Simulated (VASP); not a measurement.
## Cu: relaxation of cell and atoms with PBEsol

The system is Cu.

```
CELL_PARAMETERS angstrom
2.50128 0.00000 0.00000
-1.25064 2.16617 0.00000
0.00000 0.00000 4.08534
ATOMIC_POSITIONS crystal
Cu 0.33333 0.66667 0.25000
Cu 0.66667 0.33333 0.75000
```

This isn't the form of Cu at room conditions, which is fcc.

- Program: VASP 6.6.1
- Task: relaxation of cell and atoms
- Functional: PBEsol
- Potentials or basis: VASP PAW PBE potentials, release 64 (Cu)
- Cutoff: 600 eV
- k mesh: 18 × 18 × 10
- Occupations: gaussian, width 0.1 eV
- Spin: no spin polarisation
- Target pressure: 4 GPa
- Dipole correction: no
- Further INCAR settings: ALGO = Fast; EDIFF = 1e-07; IBRION = 2; EDIFFG = -0.008; NSW = 70; ISIF = 3

* Relaxed volume: 11.13 Å³/atom
* Relaxed cell: a = 2.506 Å, b = 2.506 Å, c = 4.093 Å, α = 90.00°, β = 90.00°, γ = 120.00°
* Space group after relaxing (to 0.1 Å): P6_3/mmc (No. 194)
* Energy change on relaxing (the run minimises the enthalpy): -1.7 meV/atom
* Ionic steps: 5
* Pressure after relaxing: 4.0 GPa
* Band gap on the k mesh: zero (bands 11 and 12 overlap by 6.20 eV)

Step by step:
| step | energy change (eV) | largest force (eV/Å) | pressure (GPa) | volume (Å³) |
| --- | --- | --- | --- | --- |
| 1 | 0.0000 | 0.0000 | 4.95 | 22.14 |
| 2 | -0.0053 | 0.0000 | 2.99 | 22.35 |
| 3 | -0.0030 | 0.0000 | 4.30 | 22.24 |
| 4 | -0.0035 | 0.0000 | 3.80 | 22.27 |
| 5 | -0.0033 | 0.0000 | 4.02 | 22.26 |

Final structure:
```cif
data_structure
_symmetry_space_group_name_H-M 'P 1'
_symmetry_Int_Tables_number 1
_cell_length_a 2.5059
_cell_length_b 2.5059
_cell_length_c 4.0926
_cell_angle_alpha 90.000
_cell_angle_beta 90.000
_cell_angle_gamma 120.000
_cell_volume 22.26
loop_
_atom_site_label
_atom_site_type_symbol
_atom_site_fract_x
_atom_site_fract_y
_atom_site_fract_z
_atom_site_occupancy
Cu1 Cu 0.33333 0.66667 0.25000 1
Cu2 Cu 0.66667 0.33333 0.75000 1
```

Levels at points of the mesh, in eV from the Fermi level:
| k point | band 8 | band 9 | band 10 | band 11 | band 12 | band 13 | band 14 | band 15 |
| --- | --- | --- | --- | --- | --- | --- | --- | --- |
| (0.00, 0.00, 0.00) | -2.54 | -2.54 | -1.72 | -1.72 | -1.15 | 4.11 | 21.89 | 22.68 |
| (0.50, 0.00, 0.00) | -1.62 | -1.57 | -1.51 | 0.05 | 1.73 | 8.07 | 8.51 | 11.09 |
| (0.00, 0.00, 0.50) | -3.13 | -1.97 | -1.97 | -1.97 | -1.97 | 12.99 | 12.99 | 22.61 |
| (0.50, 0.00, 0.50) | -1.93 | -1.55 | -1.55 | 0.47 | 0.47 | 5.22 | 5.22 | 16.75 |

Run time: 6.3 min on 1 thread of Intel Xeon 8259CL, on a shared host, peak memory 0.21 GiB.

Caveat: the cell is relaxed towards a set pressure, so the run minimises the enthalpy, not the energy; the PAW data sets were made with another functional, which shifts forces and pressure a little.
